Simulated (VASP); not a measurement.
Wanted: the native input for a VASP 6.6.1 run.

* Task: relaxation of cell and atoms
* Functional: PBE
* Potentials or basis: VASP PAW PBE potentials, release 64 (Be, H)
* Cutoff: 600 eV
* k mesh: 6 × 6 × 6
* Occupations: gaussian, width 0.1 eV
* Spin: no spin polarisation
* Dipole correction: no
* Further INCAR settings: ALGO = Normal; EDIFF = 1e-06; IBRION = 2; EDIFFG = -0.04; NSW = 90; ISIF = 3

The structure of BeH4 lies in POSCAR:

```
BeH4
1.0
   -2.2280251600      2.2280251600      2.2280251600
    2.2280251600     -2.2280251600      2.2280251600
    2.2280251600      2.2280251600     -2.2280251600
Be H
1 4
Direct
    0.0000000000      0.0000000000      0.0000000000
    0.4893361800      0.4893361800      0.4893361800
    0.0000000000      0.0000000000      0.5106638200
    0.0000000000      0.5106638200      0.0000000000
    0.5106638200      0.0000000000      0.0000000000
```

These files were run (other wordings do the same):

INCAR

```
SYSTEM = BeH4
ALGO = Normal
EDIFF = 1E-6
EDIFFG = -0.04
ENCUT = 600
GGA = PE
IBRION = 2
ISIF = 3
ISMEAR = 0
LASPH = .TRUE.
LCHARG = .FALSE.
LREAL = .FALSE.
LWAVE = .FALSE.
NELM = 100
NSW = 90
PREC = Accurate
SIGMA = 0.1
```

KPOINTS

```
k-points
0
G
  6 6 6
  0 0 0
```

Potentials or basis: VASP PAW PBE potentials, release 64 (Be, H).

The run is started by

```sh
$ cat potpaw_PBE.64/Be/POTCAR potpaw_PBE.64/H/POTCAR > POTCAR
$ mpirun -np 1 vasp_std > vasp.out
```

It gave:

The relaxed volume is 4.83 Å³/atom and the relaxed cell is a = 3.155 Å, b = 3.155 Å, c = 3.155 Å, α = 109.47°, β = 109.47°, γ = 109.47°. The space group after relaxing (to 0.05 Å) is Im-3m (No. 229) and the energy gained by relaxing is 354.8 meV/atom. The ionic steps are 8, the pressure after relaxing is 1.3 GPa and the largest force after relaxing is 0.009 eV/Å. The band gap on the k mesh is zero (band 3 reaches 4.61 eV, above the bottom of band 4 at -0.96 eV).

Caveat: the volume moved by over 15 % at a fixed basis, so the end points are rough.

Run time: 15 s on 1 thread of Intel(R) Xeon(R) 6975P-C (Granite Rapids) (shared host), peak memory 0.17 GiB.
